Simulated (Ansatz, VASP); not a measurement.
**One calculation of Hf, two programs**

INCAR

```
SYSTEM = Hf
ALGO = Fast
EDIFF = 1E-7
ENCUT = 520
GGA = PE
ISIF = 2
ISMEAR = 0
LASPH = .True.
LCHARG = .False.
LREAL = .False.
LWAVE = .False.
NBANDS = 11
NELM = 100
PREC = Accurate
SIGMA = 0.15
```

KPOINTS

```
k-points
0
Gamma
  18 18 18
  0 0 0
```

POSCAR

```
Hf
1.0
    0.0000000000      2.2200000000      2.3976000000
    2.2200000000      0.0000000000      2.3976000000
    2.2200000000      2.2200000000      0.0000000000
Hf
1
Direct
    0.0000000000      0.0000000000      0.0000000000
```

Input for Ansatz:

```yaml
crystal:
  lattice:
    - [0.0, 2.22, 2.3976]
    - [2.22, 0.0, 2.3976]
    - [2.22, 2.22, 0.0]
  atoms:
    - { symbol: Hf, position: [0.0, 0.0, 0.0] }
basis:
  ecutwfc: 420
kpoints:
  mp_grid: { grid: [18, 18, 18] }
hamiltonian:
  xc: pbe
scf:
  occupations: { method: gaussian, width: 0.15 }
output:
  forces: true
  stress: true
  eigenvalues: true
```

Change from the starting cell: strain +0.000 along x and y, +0.080 along z, atoms carried along.

Alike in both runs: task single point; functional PBE; k mesh 18 × 18 × 18; occupations gaussian, width 0.15 eV; no spin polarisation.

|  | VASP | Ansatz |
| --- | --- | --- |
| version | VASP 6.6.1 | Ansatz 0.2.0 |
| potentials or method | VASP PAW PBE potentials, release 64 (Hf_pv), cutoff 520 eV | scalar-relativistic, plane waves, PAW |
| valence electrons in the cell | 10 | 26 |

VASP gave:

* gap on the k mesh at the Fermi level (eV): none
* pressure (GPa): -4.8
* traceless stress, the component that is largest in VASP (GPa): -2.74

Q: Which values does Ansatz return?

A: gap on the k mesh at the Fermi level (eV): none; pressure (GPa): -4.4; traceless stress, the component that is largest in VASP (GPa): -2.73.

A gap of «none» marks a metal or a gap that the smearing closes. VASP's potentials hold 10 valence electrons a cell and Ansatz's 26, so a difference there can come from the potentials and not from the codes.

Spin-orbit coupling is off throughout.
